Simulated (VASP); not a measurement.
A run of VASP 6.6.1 is set up as follows.

The input INCAR:

```
PREC = Accurate
ENCUT = 520
EDIFF = 1E-6
ISMEAR = 0
SIGMA = 0.05
LREAL = Auto
LASPH = True
NELM = 60
ALGO = Normal
ISIF = 2
LWAVE = False
LCHARG = False
GGA = PS
NELECT = 56.0
NBANDS = 43
```

The input KPOINTS:

```
Automatic mesh
0
Gamma
  6 6 6
```

Contents of POSCAR:

```
Si8C7
1.0
    4.3568001662      0.0000000000     -4.3568001662
    0.0000000000      4.3568001662     -4.3568001662
    4.3568001662      4.3568001662      0.0000000000
Si C
8 7
Direct
    0.5000000000      0.0000000000      0.0000000000
    0.5000000000      0.0000000000      0.5000000000
    0.5000000000      0.5000000000      0.0000000000
    0.5000000000      0.5000000000      0.5000000000
    1.0000000000      0.0000000000      0.0000000000
    1.0000000000      0.0000000000      0.5000000000
    1.0000000000      0.5000000000      0.0000000000
    1.0000000000      0.5000000000      0.5000000000
    0.0641376623      0.1858623377      0.6875000000
    0.1250000000      0.6250000000      0.1250000000
    0.1250000000      0.6250000000      0.6250000000
    0.6250000000      0.1250000000      0.1250000000
    0.6250000000      0.1250000000      0.6250000000
    0.6250000000      0.6250000000      0.1250000000
    0.6250000000      0.6250000000      0.6250000000
```

Potentials or basis: VASP PAW PBE potentials, release 64 (Si, C).

The run is started by

```console
$ cat potpaw_PBE.64/Si/POTCAR potpaw_PBE.64/C/POTCAR > POTCAR
$ mpirun -np 1 vasp_std > vasp.out
```

(1) Estimate the largest force.

Results:

(1) 7.732 eV/Å.

Caveat: the cell carries a net charge on a neutralising background, which shifts energy and pressure; the cell differs from its parent crystal (atoms taken out, atom 9 moved -0.125 of the way to it and -0.375 Å across, host rigid); the PAW data sets were made with another functional, which shifts forces and pressure a little.
